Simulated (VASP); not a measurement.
# Rh: single point with PBEsol

Rh:

```
CELL_PARAMETERS angstrom
2.90383 0.00000 0.00000
-1.45192 2.51479 0.00000
0.00000 0.00000 4.50218
ATOMIC_POSITIONS crystal
Rh 0.66667 0.33333 0.75000
Rh 0.33333 0.66667 0.25000
```

This cell differs from its parent crystal: strain +0.080 along x and y, +0.040 along z.

```json
{
 "Program": "VASP 6.6.1",
 "Task": "single point",
 "Functional": "PBEsol",
 "Potentials or basis": "VASP PAW PBE potentials, release 64 (Rh_pv)",
 "Cutoff": "520 eV",
 "k mesh": "24 × 24 × 14",
 "Occupations": "gaussian, width 0.15 eV",
 "Spin": "no spin polarisation"
}
```

```json
{"Pressure": "-33.8 GPa", "Band gap on the k mesh": "zero (bands 15 and 16 overlap by 1.72 eV)"}
```

Stress tensor (GPa, compression positive):
```
-34.94   0.00   0.00
  0.00 -34.94   0.00
  0.00   0.00 -31.65
```

Levels at points of the mesh, in eV from the Fermi level:
```tsv
k point	band 13	band 14	band 15	band 16	band 17	band 18
(0.00, 0.00, 0.00)	-1.85	-1.68	-1.68	0.09	0.09	1.26
(0.50, 0.00, 0.00)	-1.58	0.14	0.43	0.55	2.41	4.09
(0.00, 0.00, 0.50)	-2.37	-2.37	-0.34	-0.34	-0.34	-0.34
(0.50, 0.00, 0.50)	-0.23	-0.23	0.33	0.33	2.38	2.38
```

Wall time 2.2 min on 1 thread of Intel(R) Xeon(R) Platinum 8559C (Emerald Rapids), on a shared host, peak memory 0.37 GiB.

Caveat: the cell differs from its parent crystal (strain +0.080 along x and y, +0.040 along z); the cell stands under tension; the PAW data sets were made with another functional, which shifts forces and pressure a little.
